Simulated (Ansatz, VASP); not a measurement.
Two plane-wave programs on Mg6BiMo

INCAR

```
SYSTEM = Mg6BiMo
PREC = Accurate ; ENCUT = 520
EDIFF = 1E-6 ; ISMEAR = -1
SIGMA = 0.05 ; LREAL = .FALSE.
LASPH = .TRUE. ; NELM = 60
ALGO = Fast ; ISIF = 2
LWAVE = .FALSE. ; LCHARG = .FALSE.
GGA = PE ; NBANDS = 30
```

File KPOINTS:

```
regular mesh
0
G
  5 5 5
  0 0 0
```

The input POSCAR:

```
Mg6BiMo
1.0
    5.0963910000      0.0000000000      0.0000000000
    0.0000000000      3.1462765000      5.3175570000
    0.0000000000     -3.1462765000      5.3175570000
Bi Mo Mg
1 1 6
Direct
    0.5000000000      0.6722690000      0.6722690000
    0.0000000000      0.8373820000      0.8373820000
    0.5000000000      0.1665750000      0.1665750000
    0.5000000000      0.6749760000      0.1527660000
    0.5000000000      0.1527660000      0.6749760000
    0.0000000000      0.3343700000      0.3343700000
    0.0000000000      0.8390700000      0.3225900000
    0.0000000000      0.3225900000      0.8390700000
```

input.yaml

```yaml
crystal:
  lattice:
    - [5.096391, 0.0, 0.0]
    - [0.0, 3.1462765, 5.317557]
    - [0.0, -3.1462765, 5.317557]
  atoms:
    - { symbol: Bi, position: [0.5, 0.672269, 0.672269] }
    - { symbol: Mo, position: [0.0, 0.837382, 0.837382] }
    - { symbol: Mg, position: [0.5, 0.166575, 0.166575] }
    - { symbol: Mg, position: [0.5, 0.674976, 0.152766] }
    - { symbol: Mg, position: [0.5, 0.152766, 0.674976] }
    - { symbol: Mg, position: [0.0, 0.33437, 0.33437] }
    - { symbol: Mg, position: [0.0, 0.83907, 0.32259] }
    - { symbol: Mg, position: [0.0, 0.32259, 0.83907] }
hamiltonian:
  xc: pbe
  pseudopotentials: { kind: paw }
kpoints:
  mp_grid: { grid: [5, 5, 5] }
scf:
  occupations: { method: fermi_dirac, width: 0.05 }
output:
  forces: true
  stress: true
  eigenvalues: true
```

Alike in both runs: task single point; functional PBE; k mesh 5 × 5 × 5; occupations fermi-dirac, width 0.05 eV; no spin polarisation.

|  | VASP | Ansatz |
| --- | --- | --- |
| version | VASP 6.6.1 | Ansatz 0.2.0 |
| potentials or method | VASP PAW PBE potentials, release 64 (Bi_d, Mo_sv, Mg) | Ansatz PAW |
| plane-wave cutoff (eV) | 520 | 420 |
| valence electrons in the cell | 41 | 89 |

```csv
,VASP,Ansatz,Ansatz less VASP
gap on the k mesh at the Fermi level (eV),none,none,-
pressure (GPa),-0.2,-0.1,+0.11
"traceless stress, the component that is largest in VASP (GPa)",-0.48,-0.50,-0.017
rms of the force components (eV/Å),0.025,0.025,+0.0007
```

Atom by atom the forces differ by 0.001 eV/Å (rms over components). A gap of «none» marks a metal or a gap that the smearing closes. VASP's potentials hold 41 valence electrons a cell and Ansatz's 89, so a difference there can come from the potentials and not from the codes.

Neither program's run includes spin-orbit coupling.
